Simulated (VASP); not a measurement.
Wanted: the native input for a VASP 6.6.1 run.

* Task: single point
* Functional: PBE
* Potentials or basis: VASP PAW PBE potentials, release 64 (Rh_pv, H)
* Cutoff: 520 eV
* k mesh: 5 × 5 × 1
* Occupations: gaussian, width 0.1 eV
* Spin: no spin polarisation
* Dipole correction: yes
* Further INCAR settings: ALGO = Normal; EDIFF = 1e-07; NBANDS = 104

The structure of HRh6 lies in POSCAR:

```
HRh6
1.0
    5.4163401145      0.0000000000      0.0000000000
    0.0000000000      5.4163401145      0.0000000000
    0.0000000000      0.0000000000     21.6737367085
Rh H
12 2
Direct
    0.2500000000      0.2500000000      0.1845551625
    0.2500000000      0.7500000000      0.1845551625
    0.7500000000      0.2500000000      0.1845551625
    0.7500000000      0.7500000000      0.1845551625
    0.0000000000      0.0000000000      0.2693761947
    0.0000000000      0.5000000000      0.2693761947
    0.5000000000      0.0000000000      0.2693761947
    0.5000000000      0.5000000000      0.2693761947
    0.2500000000      0.2500000000      0.3540569313
    0.2500000000      0.7500000000      0.3540569313
    0.7500000000      0.2500000000      0.3540569313
    0.7500000000      0.7500000000      0.3540569313
    0.3909780428      0.5000000000      0.4043482131
    0.6090219572      0.5000000000      0.4043482131
```

One way to write it, as run:

INCAR

```
  PREC = Accurate
  ENCUT = 520
  EDIFF = 1E-7
  ISMEAR = 0
  SIGMA = 0.1
  LREAL = F
  LASPH = T
  NELM = 80
  ALGO = Normal
  ISIF = 2
  LWAVE = F
  LCHARG = T
  LDIPOL = T
  IDIPOL = 3
  DIPOL = 0.5 0.5 0.289
  GGA = PE
  LELF = T
  LVHAR = T
  LVACPOTAV = T
  NBANDS = 104
```

KPOINTS

```
regular mesh
0
Gamma
  5 5 1
```

Potentials or basis: VASP PAW PBE potentials, release 64 (Rh_pv, H).

Launch:

```bash
$ cat potpaw_PBE.64/Rh_pv/POTCAR potpaw_PBE.64/H/POTCAR > POTCAR
$ mpirun -np 1 vasp_std > vasp.out
```

Results of the run:

- Largest force: 0.768 eV/Å
- Band gap on the k mesh: zero (band 91 reaches -0.25 eV, above the bottom of band 92 at -0.90 eV)

It took 17 min on 1 thread of Intel(R) Xeon(R) 6975P-C (Granite Rapids), with other jobs on the host, peak memory 0.76 GiB.
